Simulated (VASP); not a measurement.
# RbBr3 (I4/mmm) in VASP: notebook

Runs on RbBr3. Level: PBE. Tasks: single point.

Everything below comes from runs of VASP 6.6.1. Logs are shortened: lines on timing, memory, paths and dates and some standing lists are left out, and cuts for length are marked.

## (1) The cell of the first run

The structure is tetragonal, space group I4/mmm (No. 139). Conventional cell: a = 4.517 Å, b = 4.517 Å, c = 12.874 Å, α = 90.00°, β = 90.00°, γ = 90.00°. Rb (site symmetry 4/mmm) has 12 Br at 3.19 to 3.93 Å within 4.2 Å. Br (site symmetry -4m2) has 8 Br at 3.19 to 3.93 Å and 4 Rb at 3.93 Å within 4.2 Å. Br (site symmetry 4/mmm) has 4 Rb at 3.19 Å and 8 Br at 3.93 Å within 4.2 Å.

## (2) Single point, PBE

INCAR

```
SYSTEM = RbBr3
PREC = Accurate ; ENCUT = 500
EDIFF = 1E-6 ; ISMEAR = 0
SIGMA = 0.4 ; LREAL = .FALSE.
LASPH = .TRUE. ; NELM = 120
ALGO = Normal ; ISIF = 2
LWAVE = .FALSE. ; LCHARG = .TRUE.
GGA = PE ; LELF = .TRUE.
LVHAR = .TRUE. ; NBANDS = 23
GGA_COMPAT = .FALSE.
```

KPOINTS

```
regular mesh
0
G
  7 7 7
  0 0 0
```

POSCAR

```
RbBr3
1.0
   -2.2585671000      2.2585671000      6.4370042300
    2.2585671000     -2.2585671000      6.4370042300
    2.2585671000      2.2585671000     -6.4370042300
Rb Br
1 3
Direct
    0.0000000000      0.0000000000      0.0000000000
    0.7500000000      0.2500000000      0.5000000000
    0.2500000000      0.7500000000      0.5000000000
    0.5000000000      0.5000000000      0.0000000000
```

Potentials or basis: VASP PAW PBE potentials, release 64 (Rb_sv, Br).

On the command line:

```
cat potpaw_PBE.64/Rb_sv/POTCAR potpaw_PBE.64/Br/POTCAR > POTCAR
mpirun -np 1 vasp_std > vasp.out
```

OUTCAR:

```text
SYSTEM = RbBr3
   PREC = Accurate
   ENCUT = 500
   EDIFF = 1E-6
   ISMEAR = 0
   LREAL = .FALSE.
   LASPH = .TRUE.
   NELM = 120
   ISIF = 2
   GGA = PE

 ion  position               nearest neighbor table
   1  0.000  0.000  0.000-   4 3.19   4 3.19   4 3.19   4 3.19   2 3.93   2 3.93   3 3.93   3 3.93
                             3 3.93   2 3.93   3 3.93   2 3.93
   2  0.750  0.250  0.500-   1 3.93   1 3.93   1 3.93   1 3.93
   3  0.250  0.750  0.500-   1 3.93   1 3.93   1 3.93   1 3.93
   4  0.500  0.500  0.000-   1 3.19   1 3.19   1 3.19   1 3.19

  LATTYP: Found a body centered tetragonal cell.
 ALAT       =     4.5171342000
 C/A-ratio  =     2.8500389605

  Lattice vectors:

 A1 = (  -2.2585671000,   2.2585671000,   6.4370042300)
 A2 = (   2.2585671000,  -2.2585671000,   6.4370042300)
 A3 = (   2.2585671000,   2.2585671000,  -6.4370042300)

Analysis of symmetry for initial positions (statically):
=====================================================================
 Subroutine PRICEL returns:
 Original cell was already a primitive cell.

 Routine SETGRP: Setting up the symmetry group for a
 body centered tetragonal supercell.

 Subroutine GETGRP returns: Found 16 space group operations
 (whereof 16 operations were pure point group operations)
 out of a pool of 16 trial point group operations.

The static configuration has the point symmetry D_4h.

Analysis of symmetry for dynamics (positions and initial velocities):
=====================================================================
 Subroutine PRICEL returns:
 Original cell was already a primitive cell.

 Routine SETGRP: Setting up the symmetry group for a
 body centered tetragonal supercell.

 Subroutine GETGRP returns: Found 16 space group operations
 (whereof 16 operations were pure point group operations)
 out of a pool of 16 trial point group operations.

The dynamic configuration has the point symmetry D_4h.

 Subroutine INISYM returns: Found 16 space group operations
 (whereof 16 operations are pure point group operations),
 and found     1 'primitive' translations

----------------------------------------------------------------------------------------

                                     Primitive cell

  volume of cell :     131.3439

  direct lattice vectors                    reciprocal lattice vectors
    -2.258567100  2.258567100  6.437004230     0.000000000  0.221379298  0.077675885
     2.258567100 -2.258567100  6.437004230     0.221379298  0.000000000  0.077675885
     2.258567100  2.258567100 -6.437004230     0.221379298  0.221379298  0.000000000

  length of vectors
     7.185908025  7.185908025  7.185908025     0.234611033  0.234611033  0.313077606

  position of ions in fractional coordinates (direct lattice)
     0.000000000  0.000000000  0.000000000
     0.750000000  0.250000000  0.500000000
     0.250000000  0.750000000  0.500000000
     0.500000000  0.500000000  0.000000000

  ion indices of the primitive-cell ions
   primitive index   ion index
                 1           1
                 2           2
                 3           3
                 4           4

----------------------------------------------------------------------------------------

 KPOINTS: regular mesh

Automatic generation of k-mesh.
 Grid dimensions read from file:
 generate k-points for:    7    7    7

 Generating k-lattice:

  Cartesian coordinates                     Fractional coordinates (reciprocal lattice)
     0.000000000  0.031625614  0.011096555     0.142857143  0.000000000  0.000000000
     0.031625614  0.000000000  0.011096555     0.000000000  0.142857143  0.000000000
     0.031625614  0.031625614  0.000000000     0.000000000  0.000000000  0.142857143

  Length of vectors
     0.033515862  0.033515862  0.044725372

  Shift w.r.t. Gamma in fractional coordinates (k-lattice)
     0.000000000  0.000000000  0.000000000

 Subroutine IBZKPT returns following result:
 ===========================================

 Found     40 irreducible k-points:

 Following reciprocal coordinates:
            Coordinates               Weight
  0.000000  0.000000  0.000000      1.000000
  0.142857 -0.000000  0.000000      8.000000
  0.285714 -0.000000  0.000000      8.000000
  0.428571 -0.000000  0.000000      8.000000
  0.142857  0.142857  0.000000      8.000000
  0.285714  0.142857  0.000000     16.000000
[... 16 lines left out ...]
 -0.142857  0.285714  0.142857      8.000000
 -0.428571  0.428571  0.142857      8.000000
 [... further k-points ...]
   k-points           NKPTS =     40   k-points in BZ     NKDIM =     40   number of bands    NBANDS=     23
   number of dos      NEDOS =    301   number of ions     NIONS =      4
   total plane-waves  NPLWV = 157464
   dimension x,y,z NGX =    54 NGY =   54 NGZ =   54
   dimension x,y,z NGXF=   108 NGYF=  108 NGZF=  108
   ions per type =               1   3
   NGX,Y,Z   is equivalent  to a cutoff of  12.49, 12.49, 12.49 a.u.
   NGXF,Y,Z  is equivalent  to a cutoff of  24.99, 24.99, 24.99 a.u.
 SYSTEM =  RbBr3
   PREC   = accura    normal or accurate (medium, high low for compatibility)
   ISTART =      0    job   : 0-new  1-cont  2-samecut
   ICHARG =      2    charge: 1-file 2-atom 10-const
   ISPIN  =      1    spin polarized calculation?
   LNONCOLLINEAR =      F non collinear calculations
   LSORBIT =      F    spin-orbit coupling
   LASPH  =      T    aspherical Exc in radial PAW
   ENCUT  =  500.0 eV  36.75 Ry    6.06 a.u.  13.10 13.10 13.10*2*pi/ulx,y,z
   NELM   =    120;   NELMIN=  2; NELMDL= -5     # of ELM steps
   EDIFF  = 0.1E-05   stopping-criterion for ELM
   LREAL  =      F    real-space projection
   EDIFFG = 0.1E-04   stopping-criterion for IOM
   NSW    =      0    number of steps for IOM
   IBRION =     -1    ionic relax: 0-MD 1-quasi-New 2-CG
   NFREE  =      0    steps in history (QN), initial steepest desc. (CG)
   ISIF   =      2    stress and relaxation
   ISYM   =      2    0-nonsym 1-usesym 2-fastsym
   POTIM  = 0.5000    time-step for ionic-motion
   TEBEG  =    0.0;   TEEND  =   0.0 temperature during run
   PSTRESS=    0.0 pullay stress
   NELECT =      30.0000    total number of electrons
   NUPDOWN=      -1.0000    fix difference up-down
   EMIN   =  10.00;   EMAX   =-10.00  energy-range for DOS
   EFERMI =   0.00;   METHOD = LEGACY
   ISMEAR =     0;   SIGMA  =   0.40  broadening in eV -4-tet -1-fermi 0-gaus
   EFERMI_NEDOS =   21; number of points for ismear=-14 and -15
   IALGO  =     38    algorithm
   IMIX   =      4    mixing-type and parameters
     AMIX     =   0.40;   BMIX     =  1.00
     AMIX_MAG =   1.60;   BMIX_MAG =  1.00
  volume/ion in A,a.u.               =      32.84       221.59
  Fermi-wavevector in a.u.,A,eV,Ry     =   1.000719  1.891084 13.625388  1.001438
  Thomas-Fermi vector in A             =   2.133093
   LORBIT       =      0    0 simple, 1 ext, 2 COOP (PROOUT), +10 PAW based schemes
   GGA     = PE    functional components
   LHFCALC =     F    Hartree Fock is set to
   AEXX    =    0.0000 exact exchange contribution
   IVDW    =     0    specifies the selected vdW correction
   LEPSILON=     F    determine dielectric tensor
   LRPA    =     F    only Hartree local field effects (RPA)
 non-spin polarized calculation
 Gauss-broadening in eV      SIGMA  =   0.40
  energy-cutoff  :      500.00
  volume of cell :      131.34
 maximum number of plane-waves:      3352
 NGX is ok and might be reduce to    54
   NGX = 27   NGY = 27   NGZ = 27

 number of electron      29.9999999 magnetization

 Free energy of the ion-electron system (eV)
  ---------------------------------------------------
  ext. energy  EPLUGINS =         0.00000000
  ---------------------------------------------------
  free energy    TOTEN  =        -8.44089842 eV

  energy without entropy =       -8.13607372  energy(sigma->0) =       -8.28848607

 E-fermi :  -0.2506     XC(G=0):  -8.1940

 val. band max:       -0.3341718095   @ k =  -0.4286   0.4286   0.1429
 cond. band min:      -0.2132200492   @ k =   0.1429  -0.0000   0.0000
 fundamental gap:      0.1209517603
 Fermi energy:        -0.2506430503

 k-point     1 :       0.0000    0.0000    0.0000
  band No.  band energies     occupation
      1     -24.8633      2.00000
      2     -14.7441      2.00000
      3     -13.3379      2.00000
      4     -13.0224      2.00000
      5      -9.0810      2.00000
      6      -9.0014      2.00000
[... 15 lines left out ...]
     22       8.6371      0.00000
     23       8.6371      0.00000

 k-point     2 :       0.1429   -0.0000    0.0000
  band No.  band energies     occupation
      1     -24.8614      2.00000
      2     -14.6820      2.00000
      3     -13.4149      2.00000
      4     -13.0456      2.00000
      5      -9.0720      2.00000
      6      -8.9888      2.00000
[... 15 lines left out ...]
     22       8.4271      0.00000
     23       8.5640      0.00000

 k-point     3 :       0.2857   -0.0000    0.0000
  band No.  band energies     occupation
      1     -24.8572      2.00000
      2     -14.5040      2.00000
      3     -13.6267      2.00000
      4     -13.0971      2.00000
      5      -9.0512      2.00000
      6      -8.9601      2.00000
[... 15 lines left out ...]
     22       8.5435      0.00000
     23       9.0143      0.00000
[... 495 lines left out ...]
 k-point    23 :      -0.1429    0.2857    0.1429
  band No.  band energies     occupation
      1     -24.8537      2.00000
      2     -14.2388      2.00000
      3     -13.9198      2.00000
      4     -13.1354      2.00000
      5      -9.0380      2.00000
      6      -8.9365      2.00000
[... 15 lines left out ...]
     22       8.9205      0.00000
     23       9.4123      0.00000

 k-point    24 :      -0.4286    0.4286    0.1429
  band No.  band energies     occupation
      1     -24.8488      2.00000
      2     -14.1384      2.00000
      3     -13.9448      2.00000
      4     -13.0674      2.00000
      5      -9.1136      2.00000
      6      -9.0227      2.00000
[... 15 lines left out ...]
     22       9.0574      0.00000
     23       9.3867      0.00000

 [... further k-points ...]

------------------------ aborting loop because EDIFF is reached ----------------------------------------

  FORCE on cell =-STRESS in cart. coord.  units (eV):
  Direction    XX          YY          ZZ          XY          YZ          ZX
  --------------------------------------------------------------------------------------
  -------------------------------------------------------------------------------------
  Total        0.8386453      0.8386453      0.8402789      0.0000000     -0.0000000      0.0000000
  in kB       10.2300816     10.2300816     10.2500091      0.0000000     -0.0000000      0.0000000
  external PRESSURE =      10.2367241 kB  Pullay stress =       0.0000000 kB

 VOLUME and BASIS-vectors are now :
 -----------------------------------------------------------------------------
  energy-cutoff  :      500.00
  volume of cell :      131.34
      direct lattice vectors                 reciprocal lattice vectors
    -2.258567100  2.258567100  6.437004230     0.000000000  0.221379298  0.077675885
     2.258567100 -2.258567100  6.437004230     0.221379298  0.000000000  0.077675885
     2.258567100  2.258567100 -6.437004230     0.221379298  0.221379298  0.000000000

 POSITION                                       TOTAL-FORCE (eV/Angst)
 -----------------------------------------------------------------------------------
      0.00000      0.00000      0.00000        -0.000000      0.000000     -0.000000
      0.00000      2.25857      3.21850         0.000000     -0.000000      0.000000
      2.25857      0.00000      3.21850        -0.000000      0.000000     -0.000000
      0.00000      0.00000      6.43700        -0.000000      0.000000     -0.000000
 -----------------------------------------------------------------------------------
    total drift:                               -0.000000      0.000000      0.000000

  FREE ENERGIE OF THE ION-ELECTRON SYSTEM (eV)
  ---------------------------------------------------
  free  energy   TOTEN  =        -8.4408984207 eV

  energy  without entropy=       -8.1360737160  energy(sigma->0) =       -8.28848607
```

Wall time 14 min (1 thread of Intel Xeon 8259CL, shared host); peak memory 0.44 GiB.

What came out:

```
Free energy            : -8.4409 eV
Pressure               : 1.0 GPa
Band gap on the k mesh : zero (bands 15 and 16 overlap by 0.89 eV)
```

Levels at points of the mesh, in eV from the Fermi level:
```csv
k point,band 12,band 13,band 14,band 15,band 16,band 17,band 18,band 19
"(0.00, 0.00, 0.00)",-0.48,-0.48,-0.08,0.33,0.33,5.18,6.17,6.82
```

Caveat: so wide a smearing shifts energies and pressures.

## (3) Single point, PBE

INCAR

```
SYSTEM = RbBr3
  PREC = Accurate
  ENCUT = 500
  EDIFF = 1E-6
  ISMEAR = 0
  SIGMA = 0.1
  LREAL = .False.
  LASPH = .True.
  NELM = 120
  ALGO = Normal
  ISIF = 2
  LWAVE = .False.
  LCHARG = .True.
  GGA = PE
  LELF = .True.
  LVHAR = .True.
  NBANDS = 23
  GGA_COMPAT = .False.
```

KPOINTS

```
regular mesh
0
Gamma
  14 14 14
  0 0 0
```

POSCAR is that of step 2.

Potentials or basis: VASP PAW PBE potentials, release 64 (Rb_sv, Br).

On the command line:

```
cat potpaw_PBE.64/Rb_sv/POTCAR potpaw_PBE.64/Br/POTCAR > POTCAR
mpirun -np 1 vasp_std > vasp.out
```

Run time: 60 min. Hardware: 1 thread of Intel Xeon 8259CL, shared host; peak memory 0.84 GiB.

The run converged. Its results:

```yaml
Free_energy: -8.2821 eV
Pressure: 0.7 GPa
Band_gap_on_the_k_mesh: zero (bands 15 and 16 overlap by 1.02 eV)
```

Stress tensor (GPa, compression positive):
```
0.54 0.00 0.00
0.00 0.54 0.00
0.00 0.00 1.08
```

Levels at points of the mesh, in eV from the Fermi level:
```
           k point  band 12  band 13  band 14  band 15  band 16  band 17  band 18  band 19
(0.00, 0.00, 0.00)    -0.25    -0.25     0.08     0.34     0.34     5.32     6.36     6.86
(0.50, 0.00, 0.00)    -1.58    -1.47    -0.95    -0.64    -0.05     7.59     7.84     8.58
(0.50, 0.50, 0.00)    -0.45    -0.39    -0.10     0.81     0.81     6.51     6.62     8.18
(0.50, 0.50, 0.50)    -0.59    -0.17    -0.17     0.30     0.30     5.86     6.26     6.97
```

The gap in the log of VASP goes by the Fermi energy; the results here count the filled bands.